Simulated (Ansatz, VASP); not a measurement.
# One calculation of Al, two programs

```xyz
2
Lattice="0.0000 2.9972 2.9972 2.9972 0.0000 2.9972 2.9972 2.9972 0.0000" Properties=species:S:1:pos:R:3 pbc="T T T"
Al    0.0000    0.0000    0.0000
Al    1.4986    1.4986    1.4986
```

Alike in both runs: functional PBEsol; k mesh 16 × 16 × 16; occupations gaussian, width 0.1 eV; no spin polarisation.

Ansatz relaxed the structure, and its values are those at the end. VASP's run is a single point on that final structure, the one shown.

|  | VASP | Ansatz |
| --- | --- | --- |
| version | VASP 6.6.1 | Ansatz 0.2.0 |
| potentials or method | VASP PAW PBE potentials, release 64 (Al), cutoff 520 eV | scalar-relativistic, plane waves, PAW |
| valence electrons in the cell | 6 | 6 |

```csv
,VASP,Ansatz,Ansatz less VASP
gap on the k mesh at the Fermi level (eV),none,none,-
pressure (GPa),0.1,0.0,-0.05
```

VASP's potentials were made for PBE, not for PBEsol. A gap of «none» marks a metal or a gap that the smearing closes. With one functional, cell and mesh, what is left measures potentials, basis and numerics.
